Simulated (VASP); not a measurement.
# GaN (P6_3mc) in VASP: single point with r2SCAN

Aim: the single point of GaN with r2SCAN.

Program: VASP 6.6.1. These are calculated values, not measurements. Logs are shortened: lines on timing, memory, paths and dates and some standing lists are left out, and cuts for length are marked.

### 1 The cell of the first run

The structure is hexagonal, space group P6_3mc (No. 186). Conventional cell: a = 3.183 Å, b = 3.183 Å, c = 5.184 Å, α = 90.00°, β = 90.00°, γ = 120.00°. Ga (site symmetry 3m) has 4 N at 1.95 Å within 2.6 Å. Within 2.6 Å of N (site symmetry 3m) lie 4 Ga at 1.95 Å.

### 2 Single point, r2SCAN

File POSCAR:

```
GaN
1.0
    3.1831273763     -0.0000035193     -0.0000050155
   -1.5915667359      2.7566699610      0.0000035275
   -0.0000081677      0.0000019175      5.1835281543
Ga N
2 2
Direct
    0.3333342850      0.6666674517      0.9991135474
    0.6666659200      0.3333313730      0.4991133625
    0.3333347914      0.6666665159      0.3758861402
    0.6666650034      0.3333346593      0.8758869499
```

File INCAR.step1:

```
ALGO = Normal
EDIFF = 1E-4
ENCUT = 520
GGA = PE
ISMEAR = 0
LASPH = T
LCHARG = F
LREAL = F
LWAVE = T
NBANDS = 26
NELM = 60
PREC = Accurate
SIGMA = 0.05
```

File INCAR.step2:

```
ALGO = Normal
EDIFF = 1E-7
ENCUT = 520
ISIF = 2
ISMEAR = 0
ISTART = 1
LASPH = T
LCHARG = F
LMIXTAU = T
LREAL = F
LWAVE = F
METAGGA = R2SCAN
NBANDS = 26
NELM = 60
PREC = Accurate
SIGMA = 0.05
```

File KPOINTS:

```
k-points
0
Gamma
  12 12 4
```

Potentials or basis: VASP PAW PBE potentials, release 64 (Ga_d, N).

Run with:

```console
cat potpaw_PBE.64/Ga_d/POTCAR potpaw_PBE.64/N/POTCAR > POTCAR
cp INCAR.step1 INCAR
mpirun -np 1 vasp_std > vasp.out
cp INCAR.step2 INCAR
mpirun -np 1 vasp_std > vasp.out
```

OUTCAR:

```text
EDIFF = 1E-7
   ENCUT = 520
   ISIF = 2
   ISMEAR = 0
   ISTART = 1
   LASPH = T
   LREAL = F
   METAGGA = R2SCAN
   NELM = 60
   PREC = Accurate

 ion  position               nearest neighbor table
   1  0.333  0.667  0.999-   4 1.95   4 1.95   4 1.95   3 1.95
   2  0.667  0.333  0.499-   3 1.95   3 1.95   3 1.95   4 1.95
   3  0.333  0.667  0.376-   2 1.95   2 1.95   2 1.95   1 1.95
   4  0.667  0.333  0.876-   1 1.95   1 1.95   1 1.95   2 1.95

  LATTYP: Found a hexagonal cell.
 ALAT       =     3.1831273763
 C/A-ratio  =     1.6284388092

  Lattice vectors:

 A1 = (   3.1831273763,  -0.0000035193,  -0.0000050155)
 A2 = (  -1.5915667359,   2.7566699610,   0.0000035275)
 A3 = (  -0.0000081677,   0.0000019175,   5.1835281543)

Analysis of symmetry for initial positions (statically):
=====================================================================
 Subroutine PRICEL returns:
 Original cell was already a primitive cell.

 Routine SETGRP: Setting up the symmetry group for a
 hexagonal supercell.

 Subroutine GETGRP returns: Found 12 space group operations
 (whereof  6 operations were pure point group operations)
 out of a pool of 24 trial point group operations.

The static configuration has the point symmetry C_3v.
 The point group associated with its full space group is C_6v.

Analysis of symmetry for dynamics (positions and initial velocities):
=====================================================================
 Subroutine PRICEL returns:
 Original cell was already a primitive cell.

 Routine SETGRP: Setting up the symmetry group for a
 hexagonal supercell.

 Subroutine GETGRP returns: Found 12 space group operations
 (whereof  6 operations were pure point group operations)
 out of a pool of 24 trial point group operations.

The dynamic configuration has the point symmetry C_3v.
 The point group associated with its full space group is C_6v.

 Subroutine INISYM returns: Found 12 space group operations
 (whereof  6 operations are pure point group operations),
 and found     1 'primitive' translations

----------------------------------------------------------------------------------------

                                     Primitive cell

[... 90 lines left out ...]
   LSORBIT =      F    spin-orbit coupling
   LASPH  =      T    aspherical Exc in radial PAW
   ENCUT  =  520.0 eV  38.22 Ry    6.18 a.u.   5.92  5.92  9.64*2*pi/ulx,y,z
   NELM   =     60;   NELMIN=  2; NELMDL=  0     # of ELM steps
   EDIFF  = 0.1E-06   stopping-criterion for ELM
   LREAL  =      F    real-space projection
   EDIFFG = 0.1E-05   stopping-criterion for IOM
   NSW    =      0    number of steps for IOM
   IBRION =     -1    ionic relax: 0-MD 1-quasi-New 2-CG
   NFREE  =      0    steps in history (QN), initial steepest desc. (CG)
   ISIF   =      2    stress and relaxation
   ISYM   =      2    0-nonsym 1-usesym 2-fastsym
   POTIM  = 0.5000    time-step for ionic-motion
   TEBEG  =    0.0;   TEEND  =   0.0 temperature during run
   PSTRESS=    0.0 pullay stress
   NELECT =      36.0000    total number of electrons
   NUPDOWN=      -1.0000    fix difference up-down
   EMIN   =  10.00;   EMAX   =-10.00  energy-range for DOS
   EFERMI =   0.00;   METHOD = LEGACY
   ISMEAR =     0;   SIGMA  =   0.05  broadening in eV -4-tet -1-fermi 0-gaus
   EFERMI_NEDOS =   21; number of points for ismear=-14 and -15
   IALGO  =     38    algorithm
   IMIX   =      4    mixing-type and parameters
     AMIX     =   0.40;   BMIX     =  1.00
     AMIX_MAG =   1.60;   BMIX_MAG =  1.00
  volume/ion in A,a.u.               =      11.37        76.74
  Fermi-wavevector in a.u.,A,eV,Ry     =   1.514332  2.861672 31.200886  2.293200
  Thomas-Fermi vector in A             =   2.624003
   LORBIT       =      0    0 simple, 1 ext, 2 COOP (PROOUT), +10 PAW based schemes
   METAGGA = R2SCAN    functional components
   LHFCALC =     F    Hartree Fock is set to
   AEXX    =    0.0000 exact exchange contribution
   IVDW    =     0    specifies the selected vdW correction
   LEPSILON=     F    determine dielectric tensor
   LRPA    =     F    only Hartree local field effects (RPA)
 non-spin polarized calculation
 Gauss-broadening in eV      SIGMA  =   0.05
  energy-cutoff  :      520.00
  volume of cell :       45.48
 maximum number of plane-waves:      1248
 NGX is ok and might be reduce to    24
   NGX = 11   NGY = 11   NGZ = 19

 number of electron      35.9999991 magnetization

 Free energy of the ion-electron system (eV)
  ---------------------------------------------------
  ext. energy  EPLUGINS =         0.00000000
  ---------------------------------------------------
  free energy    TOTEN  =       -43.82074487 eV

  energy without entropy =      -43.82074487  energy(sigma->0) =      -43.82074487

 E-fermi :   5.3598     XC(G=0): -12.6638

 val. band max:        5.1016191557   @ k =   0.0000   0.0000   0.0000
 cond. band min:       7.4453975449   @ k =   0.0000   0.0000   0.0000
 fundamental gap:      2.3437783892
 Fermi energy:         5.3597702877

 k-point     1 :       0.0000    0.0000    0.0000
  band No.  band energies     occupation
      1     -11.7108      2.00000
      2     -10.7043      2.00000
      3      -8.7270      2.00000
      4      -8.7112      2.00000
      5      -8.7112      2.00000
      6      -8.6426      2.00000
[... 685 lines left out ...]
     25      16.8711      0.00000
     26      18.9323      0.00000

 [... further k-points ...]

------------------------ aborting loop because EDIFF is reached ----------------------------------------

  FORCE on cell =-STRESS in cart. coord.  units (eV):
  Direction    XX          YY          ZZ          XY          YZ          ZX
  --------------------------------------------------------------------------------------
  -------------------------------------------------------------------------------------
  Total        0.3207552      0.3207550      0.2856517     -0.0000007      0.0000002     -0.0000010
  in kB       11.2984873     11.2984794     10.0619796     -0.0000250      0.0000079     -0.0000337
  external PRESSURE =      10.8863154 kB  Pullay stress =       0.0000000 kB

 VOLUME and BASIS-vectors are now :
 -----------------------------------------------------------------------------
  energy-cutoff  :      520.00
  volume of cell :       45.48
      direct lattice vectors                 reciprocal lattice vectors
     3.183127376 -0.000003519 -0.000005015     0.314156652  0.181378723  0.000000428
    -1.591566736  2.756669961  0.000003528     0.000000401  0.362756751 -0.000000134
    -0.000008168  0.000001917  5.183528154     0.000000304 -0.000000071  0.192918794

 POSITION                                       TOTAL-FORCE (eV/Angst)
 -----------------------------------------------------------------------------------
     -0.00001      1.83778      5.17893        -0.000000      0.000000      0.004930
      1.59156      0.91888      2.58717        -0.000000      0.000000      0.004930
     -0.00000      1.83778      1.94842         0.000000     -0.000000     -0.004930
      1.59155      0.91889      4.54018         0.000000     -0.000000     -0.004930
 -----------------------------------------------------------------------------------
    total drift:                                0.001140     -0.001127      0.034527

  FREE ENERGIE OF THE ION-ELECTRON SYSTEM (eV)
  ---------------------------------------------------
  free  energy   TOTEN  =       -43.8207448736 eV

  energy  without entropy=      -43.8207448736  energy(sigma->0) =      -43.82074487
```

OSZICAR.step1:

```text
N       E                     dE             d eps       ncg     rms          rms(c)
DAV:   1     0.276922858545E+03    0.27692E+03   -0.17686E+04  3286   0.258E+03
DAV:   2     0.687020430314E+01   -0.27005E+03   -0.25495E+03  3204   0.484E+02
DAV:   3    -0.272164088148E+02   -0.34087E+02   -0.33619E+02  3624   0.141E+02
DAV:   4    -0.283046743982E+02   -0.10883E+01   -0.10843E+01  3436   0.274E+01
DAV:   5    -0.283289538058E+02   -0.24279E-01   -0.24258E-01  3692   0.395E+00    0.110E+01
DAV:   6    -0.242169829832E+02    0.41120E+01   -0.10005E+01  4906   0.492E+01    0.306E+00
DAV:   7    -0.243151681461E+02   -0.98185E-01   -0.14231E+00  3104   0.902E+00    0.271E+00
DAV:   8    -0.243102983607E+02    0.48698E-02   -0.14257E-01  4842   0.507E+00    0.774E-01
DAV:   9    -0.242965358674E+02    0.13762E-01   -0.46275E-02  4848   0.366E+00    0.341E-01
DAV:  10    -0.242970906362E+02   -0.55477E-03   -0.41343E-03  3110   0.411E-01    0.650E-02
DAV:  11    -0.242970542615E+02    0.36375E-04   -0.36046E-04  3464   0.358E-01
   1 F= -.24297054E+02 E0= -.24297054E+02  d E =-.399041E-17
```

Wall time 4.1 min (1 thread of Intel Xeon 6975P-C (Granite Rapids), shared host); peak memory 0.2 GiB.

What came out:

```
Free energy            : -43.8207 eV
Pressure               : 1.1 GPa
Largest force          : 0.005 eV/Å
Band gap on the k mesh : 2.34 eV
```

Forces on the atoms (eV/Å):
```
Ga   0.000  0.000  0.005
Ga   0.000  0.000  0.005
N    0.000  0.000 -0.005
N    0.000  0.000 -0.005
```

Caveat: the PAW data sets were made with another functional, which shifts forces and pressure a little.
